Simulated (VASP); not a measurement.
TiB, 2 atoms in the cell. It takes space group F-43m (No. 216, cubic). The conventional cell has a = 4.284 Å, b = 4.284 Å, c = 4.284 Å, α = 90.00°, β = 90.00°, γ = 90.00°. Within 2.5 Å of Ti (site symmetry -43m) lie 4 B at 1.86 Å. B (site symmetry -43m) has 4 Ti at 1.86 Å within 2.5 Å. 

| Quantity | Value |
| --- | --- |
| Program | VASP 6.6.1 |
| Task | electric field gradients |
| Functional | LDA |
| Potentials or basis | VASP PAW LDA potentials, release 64 (Ti_sv, B) |
| Cutoff | 520 eV |
| k mesh | 13 × 13 × 13 |
| Occupations | fermi-dirac, width 0.05 eV |
| Spin | no spin polarisation |
| Dipole correction | no |
| Further INCAR settings | ALGO = Normal; EDIFF = 1e-08; NBANDS = 14 |

Potentials or basis: VASP PAW LDA potentials, release 64 (Ti_sv, B).

The run is started by

```bash
$ cat potpaw_LDA.64/Ti_sv/POTCAR potpaw_LDA.64/B/POTCAR > POTCAR
$ mpirun -np 1 vasp_std > vasp.out
```

Hardware: 1 thread of Intel(R) Xeon(R) Platinum 8488C (Sapphire Rapids), on a shared host.

How long does it take, and how much memory?

It took 12 s on 1 thread of Intel(R) Xeon(R) Platinum 8488C (Sapphire Rapids), on a shared host, peak memory 0.14 GiB. Counts: scf iterations 15, k points 84.
